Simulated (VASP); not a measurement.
# TiSi2 (Cmcm) in VASP: a series of runs, part 2 of 2

VASP 6.6.1. The steps go on from the part before.

## (3) Single point, PBE (15.50 Å³/atom)

This run uses another cell than the first one, of 15.50 Å³/atom.

Contents of INCAR:

```
SYSTEM = TiSi2
PREC = Accurate ; ENCUT = 520
EDIFF = 1E-7 ; ISMEAR = 0
SIGMA = 0.15 ; LREAL = .False.
LASPH = .True. ; NELM = 80
ALGO = Normal ; ISIF = 2
LWAVE = .False. ; LCHARG = .False.
GGA = PE ; NBANDS = 29
```

Contents of KPOINTS:

```
regular mesh
0
Gamma
  12 12 12
  0 0 0
```

Contents of POSCAR:

```
TiSi2
1.0
    1.7836278159     -7.2416541018      0.0000000000
    1.7836278159      7.2416541018      0.0000000000
    0.0000000000      0.0000000000      3.5991409010
Ti Si
2 4
Direct
    0.8968075259      0.1031924741      0.7500000000
    0.1031924741      0.8968075259      0.2500000000
    0.5591373592      0.4408626408      0.7500000000
    0.4408626408      0.5591373592      0.2500000000
    0.2498287182      0.7501712818      0.7500000000
    0.7501712818      0.2498287182      0.2500000000
```

Potentials or basis: VASP PAW PBE potentials, release 64 (Ti_sv, Si).

Launch:

```bash
$ cat potpaw_PBE.64/Ti_sv/POTCAR potpaw_PBE.64/Si/POTCAR > POTCAR
$ mpirun -np 1 vasp_std > vasp.out
```

OUTCAR:

```text
SYSTEM = TiSi2
   PREC = Accurate
   ENCUT = 520
   EDIFF = 1E-7
   ISMEAR = 0
   LREAL = .False.
   LASPH = .True.
   NELM = 80
   ISIF = 2
   GGA = PE

 ion  position               nearest neighbor table
   1  0.897  0.103  0.750-   4 2.61   4 2.61   4 2.61   4 2.61   5 2.78   5 2.78   6 2.78   6 2.78
                             3 2.95   3 2.95
   2  0.103  0.897  0.250-   3 2.61   3 2.61   3 2.61   3 2.61   6 2.78   6 2.78   5 2.78   5 2.78
                             4 2.95   4 2.95
   3  0.559  0.441  0.750-   4 2.48   4 2.48   2 2.61   2 2.61   2 2.61   2 2.61   1 2.95   1 2.95
[... 984 lines left out ...]
  -------------------------------------------------------------------------------------
  Total       -2.6413009     -7.4878673     -3.2402612      0.0000000      0.0000000      0.0000000
  in kB      -45.5153208   -129.0321300    -55.8367005      0.0000000      0.0000000      0.0000000
  external PRESSURE =     -76.7947171 kB  Pullay stress =       0.0000000 kB

 VOLUME and BASIS-vectors are now :
 -----------------------------------------------------------------------------
  energy-cutoff  :      520.00
  volume of cell :       92.98
      direct lattice vectors                 reciprocal lattice vectors
     1.783627816 -7.241654102  0.000000000     0.280327541 -0.069044999  0.000000000
     1.783627816  7.241654102  0.000000000     0.280327541  0.069044999  0.000000000
     0.000000000  0.000000000  3.599140901     0.000000000  0.000000000  0.277844082

 POSITION                                       TOTAL-FORCE (eV/Angst)
 -----------------------------------------------------------------------------------
      1.78363     -5.74709      2.69936         0.000000      0.515275      0.000000
      1.78363      5.74709      0.89979         0.000000     -0.515275     -0.000000
      1.78363     -0.85650      2.69936         0.000000      0.430176     -0.000000
      1.78363      0.85650      0.89979         0.000000     -0.430176     -0.000000
      1.78363      3.62331      2.69936         0.000000     -0.019912     -0.000000
      1.78363     -3.62331      0.89979         0.000000      0.019912     -0.000000
 -----------------------------------------------------------------------------------
    total drift:                                0.000000      0.000000     -0.000000

  FREE ENERGIE OF THE ION-ELECTRON SYSTEM (eV)
  ---------------------------------------------------
  free  energy   TOTEN  =       -40.4815275355 eV

  energy  without entropy=      -40.4619888405  energy(sigma->0) =      -40.47175819
```

OSZICAR:

```text
N       E                     dE             d eps       ncg     rms          rms(c)
DAV:   1     0.381878216023E+03    0.38188E+03   -0.18832E+04 17482   0.144E+03
DAV:   2     0.970604571449E+00   -0.38091E+03   -0.37048E+03 17663   0.420E+02
DAV:   3    -0.410406967677E+02   -0.42011E+02   -0.41179E+02 28439   0.117E+02
DAV:   4    -0.447042826358E+02   -0.36636E+01   -0.36375E+01 25812   0.302E+01
DAV:   5    -0.449213414076E+02   -0.21706E+00   -0.21699E+00 26037   0.611E+00    0.172E+01
DAV:   6    -0.417398315846E+02    0.31815E+01   -0.48373E+01 25063   0.432E+01    0.889E+00
DAV:   7    -0.406197806933E+02    0.11201E+01   -0.13471E+01 24193   0.248E+01    0.512E+00
DAV:   8    -0.404897868050E+02    0.12999E+00   -0.12210E+00 23317   0.752E+00    0.106E+00
DAV:   9    -0.404816715192E+02    0.81153E-02   -0.83710E-02 24978   0.195E+00    0.652E-01
DAV:  10    -0.404817810379E+02   -0.10952E-03   -0.18388E-02 25015   0.916E-01    0.258E-01
DAV:  11    -0.404816312018E+02    0.14984E-03   -0.52143E-03 24677   0.500E-01    0.826E-02
DAV:  12    -0.404815242936E+02    0.10691E-03   -0.61047E-04 23623   0.181E-01    0.130E-02
DAV:  13    -0.404815296736E+02   -0.53800E-05   -0.38293E-05 26613   0.382E-02    0.114E-02
DAV:  14    -0.404815276974E+02    0.19762E-05   -0.25623E-05 24893   0.346E-02    0.466E-03
DAV:  15    -0.404815274896E+02    0.20779E-06   -0.20210E-06 23352   0.111E-02    0.953E-04
DAV:  16    -0.404815275355E+02   -0.45876E-07   -0.40500E-08 13179   0.141E-03
   1 F= -.40481528E+02 E0= -.40471758E+02  d E =-.195387E-01
```

Run time: 32 min. Hardware: 1 thread of Intel Xeon Platinum 8375C at 2.90GHz (Ice Lake), shared host; peak memory 0.76 GiB.

Results:

```yaml
Free_energy: -40.4815 eV
Pressure: -7.7 GPa
Largest_force: 0.515 eV/Å
Band_gap_on_the_k_mesh: zero (bands 20 and 21 overlap by 0.83 eV)
```

Forces in eV/Å, atoms in the order of the input:
```
Ti   0.000  0.515  0.000
Ti   0.000 -0.515  0.000
Si   0.000  0.430  0.000
Si   0.000 -0.430  0.000
Si   0.000 -0.020  0.000
Si   0.000  0.020  0.000
```

Stress tensor (GPa, compression positive):
```
 -4.55   0.00   0.00
  0.00 -12.90   0.00
  0.00   0.00  -5.58
```

Levels at points of the mesh, in eV from the Fermi level:
| k point | band 18 | band 19 | band 20 | band 21 | band 22 | band 23 |
| --- | --- | --- | --- | --- | --- | --- |
| (0.00, 0.00, 0.00) | -1.87 | -1.70 | 0.47 | 0.52 | 0.77 | 0.83 |
| (0.50, 0.00, 0.00) | -1.39 | -0.64 | -0.41 | -0.34 | 1.22 | 1.26 |
| (0.50, 0.50, 0.00) | -1.58 | -1.34 | 0.48 | 0.68 | 0.72 | 0.82 |
| (0.00, 0.00, 0.50) | -1.66 | -0.02 | -0.02 | 0.41 | 0.41 | 1.47 |
| (0.50, 0.00, 0.50) | -3.26 | -2.24 | -2.24 | 1.44 | 1.44 | 1.79 |
| (0.50, 0.50, 0.50) | -1.75 | -0.58 | -0.58 | 0.30 | 0.30 | 1.57 |

Caveat: the stress differs along the axes, from -13 to -5 GPa.

## (4) Single point, PBE (15.50 Å³/atom)

This run uses another cell than the first one, of 15.50 Å³/atom.

Contents of INCAR:

```
PREC = Accurate
ENCUT = 520
EDIFF = 1E-7
ISMEAR = 0
SIGMA = 0.15
LREAL = F
LASPH = T
NELM = 100
ALGO = Normal
ISIF = 2
LWAVE = F
LCHARG = T
GGA = PE
LELF = T
LVHAR = T
NBANDS = 29
```

Contents of KPOINTS:

```
Automatic mesh
0
Gamma
  12 12 12
```

POSCAR: that of step 3 with these lines changed.

```diff
@@ -2,5 +2,5 @@
 1.0
-    1.7836278159     -7.2416541018      0.0000000000
-    1.7836278159      7.2416541018      0.0000000000
-    0.0000000000      0.0000000000      3.5991409010
+    1.8319242408     -6.8648528295      0.0000000000
+    1.8319242408      6.8648528295      0.0000000000
+    0.0000000000      0.0000000000      3.6965971285
 Ti Si
```

Launch:

```bash
$ cat potpaw_PBE.64/Ti_sv/POTCAR potpaw_PBE.64/Si/POTCAR > POTCAR
$ mpirun -np 1 vasp_std > vasp.out
```

It took 32 min on 1 thread of Intel Xeon Platinum 8375C at 2.90GHz (Ice Lake), shared host; peak memory 0.75 GiB.

The run converged. Its results:

```yaml
Free_energy: -40.5235 eV
Pressure: -9.2 GPa
Largest_force: 0.113 eV/Å
Band_gap_on_the_k_mesh: zero (bands 20 and 21 overlap by 0.91 eV)
```

Forces on the atoms (eV/Å):
```
Ti   0.000  0.061  0.000
Ti   0.000 -0.061  0.000
Si   0.000  0.113  0.000
Si   0.000 -0.113  0.000
Si   0.000  0.000  0.000
Si   0.000  0.000  0.000
```

Stress tensor (GPa, compression positive):
```
-10.37   0.00   0.00
  0.00  -5.76   0.00
  0.00   0.00 -11.55
```

Levels at points of the mesh, in eV from the Fermi level:
| k point | band 16 | band 17 | band 18 | band 19 | band 20 | band 21 | band 22 | band 23 | band 24 | band 25 |
| --- | --- | --- | --- | --- | --- | --- | --- | --- | --- | --- |
| (0.00, 0.00, 0.00) | -2.22 | -2.01 | -1.91 | -1.87 | 0.37 | 0.40 | 0.72 | 0.83 | 1.17 | 1.59 |
| (0.50, 0.00, 0.00) | -2.18 | -1.56 | -1.26 | -0.56 | -0.52 | -0.48 | 0.82 | 1.17 | 1.39 | 1.57 |
| (0.50, 0.50, 0.00) | -2.51 | -2.28 | -1.93 | -0.98 | 0.33 | 0.57 | 0.63 | 0.78 | 0.81 | 1.90 |
| (0.00, 0.00, 0.50) | -2.17 | -1.36 | -1.36 | -0.06 | -0.06 | 0.86 | 0.86 | 1.39 | 1.39 | 1.40 |
| (0.50, 0.00, 0.50) | -3.85 | -2.96 | -2.96 | -2.22 | -2.22 | 1.56 | 1.56 | 1.61 | 1.61 | 2.37 |
| (0.50, 0.50, 0.50) | -3.03 | -1.93 | -1.93 | -0.84 | -0.84 | 0.35 | 0.35 | 1.43 | 1.43 | 2.16 |

Caveat: the stress differs along the axes, from -12 to -6 GPa.

## (5) Single point, PBE (13.20 Å³/atom)

This run uses another cell than the first one, of 13.20 Å³/atom.

Contents of INCAR:

```
PREC     = Accurate       # precision mode
ENCUT    = 520            # plane-wave cutoff, eV
EDIFF    = 1E-7           # SCF threshold, eV
ISMEAR   = 0              # smearing method
SIGMA    = 0.15           # smearing width, eV
LREAL    = False          # projectors in reciprocal space
LASPH    = True           # aspherical terms in the spheres
NELM     = 60             # most SCF steps
ALGO     = Normal         # electronic algorithm
ISIF     = 2              # what is computed and relaxed
LWAVE    = False          # write WAVECAR
LCHARG   = False          # write CHGCAR
GGA      = PE             # functional
NBANDS   = 29             # bands
```

KPOINTS is that of step 4.

POSCAR: that of step 4 with these lines changed.

```diff
@@ -2,5 +2,5 @@
 1.0
-    1.8319242408     -6.8648528295      0.0000000000
-    1.8319242408      6.8648528295      0.0000000000
-    0.0000000000      0.0000000000      3.6965971285
+    1.7482408066     -6.4209319517      0.0000000000
+    1.7482408066      6.4209319517      0.0000000000
+    0.0000000000      0.0000000000      3.5277342817
 Ti Si
```

Launch:

```bash
$ cat potpaw_PBE.64/Ti_sv/POTCAR potpaw_PBE.64/Si/POTCAR > POTCAR
$ mpirun -np 1 vasp_std > vasp.out
```

Wall time 35 min (1 thread of Oxide Virtual Turin-like, shared host); peak memory 0.62 GiB.

It converged, with:

```
Free energy            : -40.4494 eV
Pressure               : 12.9 GPa
Largest force          : 0.660 eV/Å
Band gap on the k mesh : zero (bands 20 and 21 overlap by 1.06 eV)
```

Forces on the atoms (eV/Å):
```
Ti   0.000 -0.660  0.000
Ti   0.000  0.660  0.000
Si   0.000 -0.523  0.000
Si   0.000  0.523  0.000
Si   0.000  0.049  0.000
Si   0.000 -0.049  0.000
```

Stress tensor (GPa, compression positive):
```
 9.44  0.00  0.00
 0.00 18.14  0.00
 0.00  0.00 11.23
```

Levels at points of the mesh, in eV from the Fermi level:
```tsv
k point	band 18	band 19	band 20	band 21	band 22	band 23
(0.00, 0.00, 0.00)	-2.13	-1.71	0.42	0.85	0.92	1.04
(0.50, 0.00, 0.00)	-1.27	-0.72	-0.65	-0.62	1.18	1.55
(0.50, 0.50, 0.00)	-2.14	-1.07	0.30	0.59	0.62	0.99
(0.00, 0.00, 0.50)	-1.61	-0.05	-0.05	1.23	1.23	1.52
(0.50, 0.00, 0.50)	-3.11	-2.56	-2.56	1.93	1.93	1.97
(0.50, 0.50, 0.50)	-2.29	-1.09	-1.09	0.60	0.60	1.76
```

Caveat: the stress differs along the axes, from 9 to 18 GPa.

## (6) The runs side by side

```tsv
cell	gap on the mesh (eV)	pressure (GPa)	largest force (eV/Å)
a = 6.798, b = 6.798, c = 3.740 Å, angles 90.0, 90.0, 148.4°, 6 atoms	none	-6.9	0.42
a = 7.458, b = 7.458, c = 3.599 Å, angles 90.0, 90.0, 152.3°, 6 atoms	none	-7.7	0.52
a = 7.105, b = 7.105, c = 3.697 Å, angles 90.0, 90.0, 150.1°, 6 atoms	none	-9.2	0.11
a = 6.655, b = 6.655, c = 3.528 Å, angles 90.0, 90.0, 149.5°, 6 atoms	none	12.9	0.66
```

Alike in all rows: task single point; level PBE; potentials or basis VASP PAW PBE potentials, release 64 (Ti_sv, Si); no spin polarisation; k mesh 12 × 12 × 12; cutoff (eV) 520; smearing gaussian 0.15 eV.

Caveats: the stress differs along the axes, from -13 to 4 GPa (at least some runs); the stress differs along the axes, from -13 to -5 GPa (at least some runs); the stress differs along the axes, from -12 to -6 GPa (at least some runs); the stress differs along the axes, from 9 to 18 GPa (at least some runs).

Absolute energies hang on the potentials; compare differences alone.
